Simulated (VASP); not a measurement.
## CdS: single point with PBEsol

CdS:

```
CELL_PARAMETERS angstrom
0.00000 2.85741 2.85741
2.85741 0.00000 2.85741
2.85741 2.85741 0.00000
ATOMIC_POSITIONS crystal
Cd 0.00000 0.00000 0.00000
S 0.75000 0.75000 0.75000
```

```json
{
 "Program": "VASP 6.6.1",
 "Task": "single point",
 "Functional": "PBEsol",
 "Potentials or basis": "VASP PAW PBE potentials, release 64 (Cd, S)",
 "Cutoff": "520 eV",
 "k mesh": "6 × 6 × 6",
 "Occupations": "gaussian, width 0.01 eV",
 "Spin": "no spin polarisation"
}
```

```
Pressure               : 4.5 GPa
Band gap on the k mesh : 1.13 eV
```

Levels at points of the mesh, in eV from the valence-band top:
```csv
k point,band 5,band 6,band 7,band 8,band 9,band 10,band 11,band 12,band 13,band 14
"(0.00, 0.00, 0.00)",-7.41,-7.41,0.00,0.00,0.00,1.13,6.42,6.42,6.42,11.53
"(0.50, 0.00, 0.00)",-7.37,-6.97,-4.88,-0.86,-0.86,2.97,6.90,6.90,7.50,11.07
"(0.50, 0.50, 0.00)",-7.30,-6.91,-4.30,-2.14,-2.14,3.27,4.30,9.35,11.04,11.04
```

Run time: 5.8 s on 1 thread of Intel(R) Xeon(R) 6975P-C (Granite Rapids), with other jobs on the host, peak memory 0.16 GiB.

Caveat: the cell stands under pressure; the PAW data sets were made with another functional, which shifts forces and pressure a little.
